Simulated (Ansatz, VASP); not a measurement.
**CSe2: VASP beside Ansatz**

File INCAR:

```
PREC = Accurate
ENCUT = 520
EDIFF = 1E-7
ISMEAR = 0
SIGMA = 0.01
LREAL = False
LASPH = True
NELM = 80
ALGO = Normal
ISIF = 2
LWAVE = False
LCHARG = False
GGA = PE
NBANDS = 25
```

The input KPOINTS:

```
regular mesh
0
Gamma
  6 6 4
```

The input POSCAR:

```
CSe2
1.0
    3.5697670000     -2.9947800000      0.0000000000
    3.5697670000      2.9947800000      0.0000000000
    0.0000000000      0.0000000000      9.4626520000
C Se
2 4
Direct
    0.5000000000      0.5000000000      0.5000000000
    0.0000000000      0.0000000000      0.0000000000
    0.7124220000      0.2875780000      0.6206150000
    0.2875780000      0.7124220000      0.3793850000
    0.7875780000      0.2124220000      0.1206150000
    0.2124220000      0.7875780000      0.8793850000
```

Input for Ansatz:

```yaml
crystal:
  lattice:
    - [3.569767, -2.99478, 0.0]
    - [3.569767, 2.99478, 0.0]
    - [0.0, 0.0, 9.462652]
  atoms:
    - { symbol: C, position: [0.5, 0.5, 0.5] }
    - { symbol: C, position: [0.0, 0.0, 0.0] }
    - { symbol: Se, position: [0.712422, 0.287578, 0.620615] }
    - { symbol: Se, position: [0.287578, 0.712422, 0.379385] }
    - { symbol: Se, position: [0.787578, 0.212422, 0.120615] }
    - { symbol: Se, position: [0.212422, 0.787578, 0.879385] }
basis:
  ecutwfc: 550.0
kpoints:
  mp_grid:
    grid: [6, 6, 4]
    shift: [0.0, 0.0, 0.0]
  band_path:
    path:
      - [-0.49999999999999994, -0.5, 0.0]
      - [-0.5034088763824178, -0.503408876382418, 0.0]
      - [-0.49659112361758195, -0.49659112361758206, 0.0]
      - [-0.49714019575716345, -0.5028598042428365, 0.0]
      - [-0.5028598042428364, -0.49714019575716356, 0.0]
      - [-0.49999999999999994, -0.5, -0.009036167043350458]
      - [-0.49999999999999994, -0.5, 0.009036167043350458]
      - [-0.49945092786041845, -0.49373131937474557, 0.0]
      - [-0.49373131937474546, -0.49945092786041856, 0.0]
      - [-0.5062686806252543, -0.5005490721395816, 0.0]
      - [-0.5005490721395814, -0.5062686806252544, 0.0]
      - [-0.49659112361758195, -0.49659112361758206, 0.009036167043350458]
      - [-0.49659112361758195, -0.49659112361758206, -0.009036167043350458]
      - [-0.5034088763824178, -0.503408876382418, 0.009036167043350458]
      - [-0.5034088763824178, -0.503408876382418, -0.009036167043350458]
      - [-0.5028598042428364, -0.49714019575716356, 0.009036167043350458]
      - [-0.5028598042428364, -0.49714019575716356, -0.009036167043350458]
      - [-0.49714019575716345, -0.5028598042428365, 0.009036167043350458]
      - [-0.49714019575716345, -0.5028598042428365, -0.009036167043350458]
    npoints: 1
hamiltonian:
  xc: pbe
  pseudopotentials:
    kind: paw
scf:
  occupations:
    method: fixed
```

Alike in both runs: task single point; functional PBE; k mesh 6 × 6 × 4; no spin polarisation.

|  | VASP | Ansatz |
| --- | --- | --- |
| version | VASP 6.6.1 | Ansatz 0.2.0 |
| potentials or method | VASP PAW PBE potentials, release 64 (C, Se), cutoff 520 eV | plane waves, PAW |
| occupations | gaussian, width 0.01 eV | fixed |
| valence electrons in the cell | 32 | 72 |

```csv
,VASP,Ansatz,Ansatz less VASP
gap on the k mesh at the Fermi level (eV),2.35,2.35,-0.005
```

VASP's potentials hold 32 valence electrons a cell and Ansatz's 72, so a difference there can come from the potentials and not from the codes.
